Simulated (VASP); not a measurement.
# Tl (Im-3m) in VASP: further runs

The runs below take Tl through relaxation of cell and atoms, single point, with PBEsol.

Program: VASP 6.6.1. These are calculated values, not measurements. Logs are shortened: lines on timing, memory, paths and dates and some standing lists are left out, and cuts for length are marked.

## Step 1: The cell of the first run

The structure is cubic, space group Im-3m (No. 229). The conventional cell has a = 3.828 Å, b = 3.828 Å, c = 3.828 Å, α = 90.00°, β = 90.00°, γ = 90.00°. Tl (site symmetry m-3m) has 14 Tl at 3.31 to 3.83 Å within 4.4 Å.

## Step 2: Relaxation of cell and atoms, PBEsol

INCAR

```
SYSTEM = Tl
PREC     = Accurate       ! precision mode
ENCUT    = 600            ! plane-wave cutoff, eV
EDIFF    = 1E-7           ! SCF threshold, eV
ISMEAR   = -1             ! smearing method
SIGMA    = 0.1            ! smearing width, eV
LREAL    = .FALSE.        ! projectors in reciprocal space
LASPH    = .TRUE.         ! aspherical terms in the spheres
NELM     = 60             ! most SCF steps
ALGO     = Normal         ! electronic algorithm
ISIF     = 3              ! what is computed and relaxed
LWAVE    = .FALSE.        ! write WAVECAR
LCHARG   = .FALSE.        ! write CHGCAR
GGA      = PS             ! functional
IBRION   = 2              ! ionic algorithm
NSW      = 80             ! ionic steps
EDIFFG   = -0.01          ! ionic threshold
```

KPOINTS

```
Automatic mesh
0
G
  12 12 12
  0 0 0
```

POSCAR

```
Tl
1.0
   -1.9137783729      1.9137783729      1.9137783729
    1.9137783729     -1.9137783729      1.9137783729
    1.9137783729      1.9137783729     -1.9137783729
Tl
1
Direct
    0.0000000000      0.0000000000      0.0000000000
```

Potentials or basis: VASP PAW PBE potentials, release 64 (Tl_d).

The run is started by

```bash
$ cat potpaw_PBE.64/Tl_d/POTCAR > POTCAR
$ mpirun -np 1 vasp_std > vasp.out
```

OUTCAR:

```text
SYSTEM = Tl
   PREC = Accurate
   ENCUT = 600
   EDIFF = 1E-7
   ISMEAR = -1
   LREAL = .FALSE.
   LASPH = .TRUE.
   NELM = 60
   ISIF = 3
   GGA = PS
   IBRION = 2
   NSW = 80
   EDIFFG = -0.01

 ion  position               nearest neighbor table
   1  0.000  0.000  0.000-

  LATTYP: Found a body centered cubic cell.
 ALAT       =     3.8275567458

  Lattice vectors:

 A1 = (  -1.9137783729,   1.9137783729,   1.9137783729)
 A2 = (   1.9137783729,  -1.9137783729,   1.9137783729)
 A3 = (   1.9137783729,   1.9137783729,  -1.9137783729)

Analysis of symmetry for initial positions (statically):
=====================================================================
 Subroutine PRICEL returns:
 Original cell was already a primitive cell.

 Routine SETGRP: Setting up the symmetry group for a
 body centered cubic supercell.

 Subroutine GETGRP returns: Found 48 space group operations
 (whereof 48 operations were pure point group operations)
 out of a pool of 48 trial point group operations.

The static configuration has the point symmetry O_h .

Analysis of symmetry for dynamics (positions and initial velocities):
=====================================================================
 Subroutine PRICEL returns:
 Original cell was already a primitive cell.

 Routine SETGRP: Setting up the symmetry group for a
 body centered cubic supercell.

 Subroutine GETGRP returns: Found 48 space group operations
 (whereof 48 operations were pure point group operations)
 out of a pool of 48 trial point group operations.

The dynamic configuration has the point symmetry O_h .

 Subroutine INISYM returns: Found 48 space group operations
 (whereof 48 operations are pure point group operations),
 and found     1 'primitive' translations

----------------------------------------------------------------------------------------

                                     Primitive cell

  volume of cell :      28.0372

  direct lattice vectors                    reciprocal lattice vectors
    -1.913778373  1.913778373  1.913778373     0.000000000  0.261263272  0.261263272
     1.913778373 -1.913778373  1.913778373     0.261263272  0.000000000  0.261263272
     1.913778373  1.913778373 -1.913778373     0.261263272  0.261263272  0.000000000

  length of vectors
     3.314761376  3.314761376  3.314761376     0.369482063  0.369482063  0.369482063

  position of ions in fractional coordinates (direct lattice)
     0.000000000  0.000000000  0.000000000

  ion indices of the primitive-cell ions
   primitive index   ion index
                 1           1

----------------------------------------------------------------------------------------

 KPOINTS: Automatic mesh

Automatic generation of k-mesh.
 Grid dimensions read from file:
 generate k-points for:   12   12   12

 Generating k-lattice:

  Cartesian coordinates                     Fractional coordinates (reciprocal lattice)
     0.000000000  0.021771939  0.021771939     0.083333333  0.000000000  0.000000000
     0.021771939  0.000000000  0.021771939     0.000000000  0.083333333  0.000000000
     0.021771939  0.021771939  0.000000000     0.000000000  0.000000000  0.083333333

  Length of vectors
     0.030790172  0.030790172  0.030790172

  Shift w.r.t. Gamma in fractional coordinates (k-lattice)
     0.000000000  0.000000000  0.000000000

 Subroutine IBZKPT returns following result:
 ===========================================

 Found     72 irreducible k-points:

 Following reciprocal coordinates:
            Coordinates               Weight
  0.000000  0.000000  0.000000      1.000000
  0.083333  0.000000  0.000000     12.000000
  0.166667  0.000000  0.000000     12.000000
  0.250000  0.000000  0.000000     12.000000
  0.333333  0.000000  0.000000     12.000000
[... 40 lines left out ...]
   EDIFFG = -.1E-01   stopping-criterion for IOM
   NSW    =     80    number of steps for IOM
   IBRION =      2    ionic relax: 0-MD 1-quasi-New 2-CG
   NFREE  =      1    steps in history (QN), initial steepest desc. (CG)
   ISIF   =      3    stress and relaxation
   ISYM   =      2    0-nonsym 1-usesym 2-fastsym
   POTIM  = 0.5000    time-step for ionic-motion
   TEBEG  =    0.0;   TEEND  =   0.0 temperature during run
   PSTRESS=    0.0 pullay stress
   NELECT =      13.0000    total number of electrons
   NUPDOWN=      -1.0000    fix difference up-down
   EMIN   =  10.00;   EMAX   =-10.00  energy-range for DOS
   EFERMI =   0.00;   METHOD = LEGACY
   ISMEAR =    -1;   SIGMA  =   0.10  broadening in eV -4-tet -1-fermi 0-gaus
   EFERMI_NEDOS =   21; number of points for ismear=-14 and -15
   IALGO  =     38    algorithm
   IMIX   =      4    mixing-type and parameters
     AMIX     =   0.40;   BMIX     =  1.00
     AMIX_MAG =   1.60;   BMIX_MAG =  1.00
  volume/ion in A,a.u.               =      28.04       189.20
  Fermi-wavevector in a.u.,A,eV,Ry     =   1.267100  2.394472 21.844739  1.605543
  Thomas-Fermi vector in A             =   2.400266
   LORBIT       =      0    0 simple, 1 ext, 2 COOP (PROOUT), +10 PAW based schemes
   GGA     = PS    functional components
   LHFCALC =     F    Hartree Fock is set to
   AEXX    =    0.0000 exact exchange contribution
   IVDW    =     0    specifies the selected vdW correction
   LEPSILON=     F    determine dielectric tensor
   LRPA    =     F    only Hartree local field effects (RPA)
 conjugate gradient relaxation of ions
 non-spin polarized calculation
  energy-cutoff  :      600.00
  volume of cell :       28.04
 maximum number of plane-waves:       959
   NGX = 13   NGY = 13   NGZ = 13

--------------------------------------- Ionic step        1  -------------------------------------------

 number of electron      12.9999997 magnetization

 Free energy of the ion-electron system (eV)
  ---------------------------------------------------
  ext. energy  EPLUGINS =         0.00000000
  ---------------------------------------------------
  free energy    TOTEN  =        -2.63117602 eV

  energy without entropy =       -2.61321423  energy(sigma->0) =       -2.62219512

------------------------ aborting loop because EDIFF is reached ----------------------------------------

  FORCE on cell =-STRESS in cart. coord.  units (eV):
  Direction    XX          YY          ZZ          XY          YZ          ZX
  --------------------------------------------------------------------------------------
  -------------------------------------------------------------------------------------
  Total        0.1335139      0.1335139      0.1335139      0.0000000      0.0000000     -0.0000000
  in kB        7.6296040      7.6296040      7.6296040      0.0000000      0.0000000     -0.0000000
  external PRESSURE =       7.6296040 kB  Pullay stress =       0.0000000 kB

 VOLUME and BASIS-vectors are now :
 -----------------------------------------------------------------------------
  energy-cutoff  :      600.00
  volume of cell :       28.04
      direct lattice vectors                 reciprocal lattice vectors
    -1.913778373  1.913778373  1.913778373     0.000000000  0.261263272  0.261263272
     1.913778373 -1.913778373  1.913778373     0.261263272  0.000000000  0.261263272
     1.913778373  1.913778373 -1.913778373     0.261263272  0.261263272  0.000000000

 POSITION                                       TOTAL-FORCE (eV/Angst)
 -----------------------------------------------------------------------------------
      0.00000      0.00000      0.00000         0.000000     -0.000000      0.000000
 -----------------------------------------------------------------------------------
    total drift:                               -0.000000     -0.000000     -0.000000

  FREE ENERGIE OF THE ION-ELECTRON SYSTEM (eV)
  ---------------------------------------------------
  free  energy   TOTEN  =        -2.6311760181 eV

  energy  without entropy=       -2.6132142276  energy(sigma->0) =       -2.62219512

--------------------------------------- Ionic step        2  -------------------------------------------

 number of electron      12.9999998 magnetization

 Free energy of the ion-electron system (eV)
  ---------------------------------------------------
  ext. energy  EPLUGINS =         0.00000000
  ---------------------------------------------------
  free energy    TOTEN  =        -2.63249082 eV

  energy without entropy =       -2.61403730  energy(sigma->0) =       -2.62326406

 E-fermi :   6.3444     XC(G=0): -10.3709

 val. band max:        6.3049260169   @ k =   0.5000   0.5000   0.3333
 cond. band min:       6.3594201574   @ k =  -0.4167   0.4167   0.2500
 fundamental gap:      0.0544941405
 Fermi energy:         6.3444215065

 k-point     1 :       0.0000    0.0000    0.0000
  band No.  band energies     occupation
      1      -5.2212      2.00000
      2      -5.2212      2.00000
      3      -5.2212      2.00000
      4      -4.7850      2.00000
      5      -4.7850      2.00000
      6      -3.6782      2.00000
      7      17.2380      0.00000
      8      17.2380      0.00000
      9      17.2380      0.00000
     10      18.7108      0.00000
[... 287 lines left out ...]
 k-point    24 :       0.4167    0.0833    0.0833
  band No.  band energies     occupation
      1      -5.3792      2.00000
      2      -5.3154      2.00000
      3      -4.8046      2.00000
      4      -4.7809      2.00000
      5      -4.6054      2.00000
      6       1.5189      2.00000
      7       4.0636      2.00000
      8      10.3666      0.00000
      9      11.8967      0.00000
     10      18.9118      0.00000

 [... further k-points ...]
[... 5 lines left out ...]
  --------------------------------------------------------------------------------------
  -------------------------------------------------------------------------------------
  Total        0.0041651      0.0041651      0.0041651     -0.0000000     -0.0000000      0.0000000
  in kB        0.2334706      0.2334706      0.2334706     -0.0000000     -0.0000000      0.0000000
  external PRESSURE =       0.2334706 kB  Pullay stress =       0.0000000 kB

 VOLUME and BASIS-vectors are now :
 -----------------------------------------------------------------------------
  energy-cutoff  :      600.00
  volume of cell :       28.58
      direct lattice vectors                 reciprocal lattice vectors
    -1.926105139  1.926105139  1.926105139     0.000000000  0.259591229  0.259591229
     1.926105139 -1.926105139  1.926105139     0.259591229  0.000000000  0.259591229
     1.926105139  1.926105139 -1.926105139     0.259591229  0.259591229  0.000000000

 POSITION                                       TOTAL-FORCE (eV/Angst)
 -----------------------------------------------------------------------------------
      0.00000      3.85221      0.00000         0.000000     -0.000000      0.000000
 -----------------------------------------------------------------------------------
    total drift:                                0.000000      0.000000     -0.000000

  FREE ENERGIE OF THE ION-ELECTRON SYSTEM (eV)
  ---------------------------------------------------
  free  energy   TOTEN  =        -2.6324908246 eV

  energy  without entropy=       -2.6140373007  energy(sigma->0) =       -2.62326406

 reached required accuracy - stopping structural energy minimisation
```

It took 25 s on 1 thread of Intel Xeon Platinum 8488C (Sapphire Rapids), shared host; peak memory 0.18 GiB.

What came out:

```
Free energy                            : -2.6325 eV
Relaxed volume                         : 28.58 Å³/atom
Relaxed cell                           : a = 3.336 Å, b = 3.336 Å, c = 3.336 Å, α = 109.47°, β = 109.47°, γ = 109.47°
Space group after relaxing (to 0.05 Å) : Im-3m (No. 229)
Energy gained by relaxing              : 1.3 meV/atom
Ionic steps                            : 2
Pressure after relaxing                : 0.0 GPa
```

Step by step:
```csv
step,energy change (eV),largest force (eV/Å),pressure (GPa),volume (Å³)
1,0.0000,0.0000,0.76,28.04
2,-0.0013,0.0000,0.02,28.58
```

Final structure:
```yaml
crystal:
  lattice:
    - [-1.92611, 1.92611, 1.92611]
    - [1.92611, -1.92611, 1.92611]
    - [1.92611, 1.92611, -1.92611]
  atoms:
    - { symbol: Tl, position: [0.00000, 0.00000, 0.00000] }
```

Caveat: the PAW data sets were made with another functional, which shifts forces and pressure a little; spin-orbit coupling is left out, which moves the levels of the heavy elements.

## Step 3: Single point, PBEsol

This run uses another cell than the first one, of 28.60 Å³/atom, 1.020 times its volume.

INCAR

```
SYSTEM = Tl
PREC = Accurate
ENCUT = 520
EDIFF = 1E-6
ISMEAR = -1
SIGMA = 0.1
LREAL = .False.
LASPH = .True.
NELM = 80
ALGO = Normal
ISIF = 2
LWAVE = .False.
LCHARG = .True.
GGA = PS
LELF = .True.
LVHAR = .True.
NBANDS = 12
```

KPOINTS

```
Automatic mesh
0
Gamma
  19 19 19
  0 0 0
```

POSCAR

```
Tl
1.0
   -1.9265097842      1.9265097842      1.9265097842
    1.9265097842     -1.9265097842      1.9265097842
    1.9265097842      1.9265097842     -1.9265097842
Tl
1
Direct
    0.0000000000      0.0000000000      0.0000000000
```

Potentials or basis: VASP PAW PBE potentials, release 64 (Tl_d).

The run is started by

```bash
$ cat potpaw_PBE.64/Tl_d/POTCAR > POTCAR
$ mpirun -np 1 vasp_std > vasp.out
```

Run time: 42 s. Hardware: 1 thread of Intel Xeon Platinum 8488C (Sapphire Rapids), shared host; peak memory 0.21 GiB.

It converged, with:

| Item | Value |
| --- | --- |
| Free energy | -2.6339 eV |
| Pressure | -0.1 GPa |

Levels at points of the mesh, in eV from the Fermi level:
| k point | band 3 | band 4 | band 5 | band 6 | band 7 | band 8 | band 9 | band 10 |
| --- | --- | --- | --- | --- | --- | --- | --- | --- |
| (0.00, 0.00, 0.00) | -11.60 | -11.17 | -11.17 | -10.06 | 10.85 | 10.85 | 10.85 | 12.33 |

Caveat: the PAW data sets were made with another functional, which shifts forces and pressure a little; spin-orbit coupling is left out, which moves the levels of the heavy elements.
